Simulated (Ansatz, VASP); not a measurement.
## TiC in VASP and in Ansatz

```
CELL_PARAMETERS angstrom
3.03558 0.00000 0.00000
-3.03558 4.29295 0.00000
0.00000 0.00000 29.64803
ATOMIC_POSITIONS crystal
Ti 0.00000 0.50000 0.27431
Ti 0.00000 0.00000 0.32019
Ti 0.00000 0.50000 0.37352
Ti 0.00000 0.00000 0.42334
Ti 0.00000 0.50000 0.47475
Ti 0.00000 0.00000 0.52525
Ti 0.00000 0.50000 0.57666
Ti 0.00000 0.00000 0.62648
Ti 0.00000 0.50000 0.67981
Ti 0.00000 0.00000 0.72569
C 0.50000 0.00000 0.26983
C 0.50000 0.50000 0.31929
C 0.50000 0.00000 0.37198
C 0.50000 0.50000 0.42293
C 0.50000 0.00000 0.47449
C 0.50000 0.50000 0.52551
C 0.50000 0.00000 0.57707
C 0.50000 0.50000 0.62802
C 0.50000 0.00000 0.68071
C 0.50000 0.50000 0.73017
```

Alike in both runs: task single point; functional PBEsol; k mesh 6 × 6 × 1; occupations gaussian, width 0.1 eV; no spin polarisation.

|  | VASP | Ansatz |
| --- | --- | --- |
| version | VASP 6.6.1 | Ansatz 0.2.0 |
| potentials or method | VASP PAW PBE potentials, release 64 (Ti_sv, C), cutoff 520 eV | plane-wave PAW, scalar-relativistic |
| valence electrons in the cell | 160 | 160 |

```tsv
	VASP	Ansatz	Ansatz less VASP
rms of the force components (eV/Å)	0.024	0.022	-0.0019
```

VASP's potentials were made for PBE, not for PBEsol, and Ansatz warns of the same on its side.

The k mesh is coarse, so the values compare programs but aren't converged.
